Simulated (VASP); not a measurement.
**Ca5Mg11O16: single point with PBEsol**

Ca5Mg11O16:

```xyz
32
Lattice="8.7718 0.0000 0.0000 0.0000 8.7718 0.0000 0.0000 0.0000 4.3859" Properties=species:S:1:pos:R:3 pbc="T T T"
O     2.2006    0.0143    4.3102
O     2.3987    4.3571    4.3330
O     6.6596    8.7511    0.0604
O     6.4949    4.3418    0.1390
O     0.0375    2.2395    4.3139
O     8.7608    6.6623    4.3366
O     4.4709    2.0151    0.0528
O     4.3379    6.6609    0.0866
O     0.0619    8.6549    2.1229
O     0.0627    4.2782    2.1984
O     4.5256    8.6932    2.1635
O     4.4674    4.2020    2.0027
O     2.3246    2.2310    2.4400
O     2.2487    6.7886    2.2130
O     6.6025    2.0746    2.1400
O     6.7325    6.4837    1.9312
Mg    0.0897    8.7036    4.2891
Mg    0.1073    4.3298    4.3209
Mg    4.3449    8.6905    0.1051
Mg    4.2175    4.4224    0.0395
Mg    2.0173    6.5736    4.3337
Mg    6.4611    1.9196    0.0495
Mg    6.5253    6.6684    4.3826
Mg    2.2213    8.7153    2.0047
Mg    2.2295    4.3203    2.3445
Mg    0.0283    2.2911    2.2423
Mg    4.3968    2.0507    2.0060
Ca    2.2709    2.2556    4.3277
Ca    6.6385    8.7348    1.9284
Ca    6.6050    4.3757    2.4106
Ca    0.0966    6.5715    2.1646
Ca    4.5232    6.6057    2.2500
```

| Quantity | Value |
| --- | --- |
| Program | VASP 6.6.1 |
| Task | single point |
| Functional | PBEsol |
| Potentials or basis | VASP PAW PBE potentials, release 64 (O, Mg, Ca_sv) |
| Cutoff | 700 eV |
| k mesh | 1 × 1 × 1, shifted |
| Occupations | fermi-dirac, width 0.05 eV |
| Spin | no spin polarisation |

The pressure is 10.8 GPa, the largest force is 6.685 eV/Å and the band gap on the k mesh is 4.70 eV.

Forces on the atoms (eV/Å):
```
O   -0.031 -1.394  0.599
O   -3.229  2.813  0.245
O   -0.100 -0.936 -5.651
O    0.514  0.559 -0.578
O   -0.862 -0.164  0.424
O    0.603 -1.181 -0.013
O    0.336 -0.244 -0.596
O    0.477 -0.526 -1.011
O    1.509  2.702  0.090
O    2.158 -0.004  0.038
O   -2.496  2.071 -0.020
O   -2.558  0.268  1.523
O   -0.429 -0.247 -5.803
O    0.278 -2.150 -0.144
O    0.235  0.901  0.412
O   -1.120  0.857  1.565
Mg  -0.139  1.022 -0.042
Mg  -1.404 -0.351  0.911
Mg  -0.348  0.405 -1.296
Mg   3.807 -0.199  0.348
Mg   1.935  0.897  0.155
Mg   0.898  2.403 -0.848
Mg   0.755 -1.112 -0.008
Mg  -0.223  0.844  1.200
Mg   0.814 -0.082 -1.444
Mg  -0.583 -1.363 -0.456
Mg   0.717  0.823  1.699
Ca  -0.285 -2.123  4.449
Ca   1.133 -0.254  6.584
Ca  -0.368 -1.587 -1.851
Ca  -0.731 -0.959 -0.417
Ca  -1.265 -1.690 -0.063
```

Stress tensor (GPa, compression positive):
```
 8.07  0.07  0.14
 0.07  9.88 -0.54
 0.14 -0.54 14.59
```

Levels at points of the mesh, in eV from the valence-band top:
```csv
k point,band 81,band 82,band 83,band 84,band 85,band 86,band 87,band 88
"(0.25, 0.25, 0.25)",-0.54,-0.34,-0.10,0.00,4.70,5.65,5.76,6.02
```

Wall time 2.9 min on 1 thread of Intel(R) Xeon(R) Platinum 8259CL CPU @ 2.50GHz (Skylake/Cascade Lake), on a shared host, peak memory 0.56 GiB.

Caveat: the stress differs along the axes, from 8 to 15 GPa; the PAW data sets were made with another functional, which shifts forces and pressure a little; a shifted mesh leaves out Γ, where band edges can lie. A k mesh can miss the band edges.
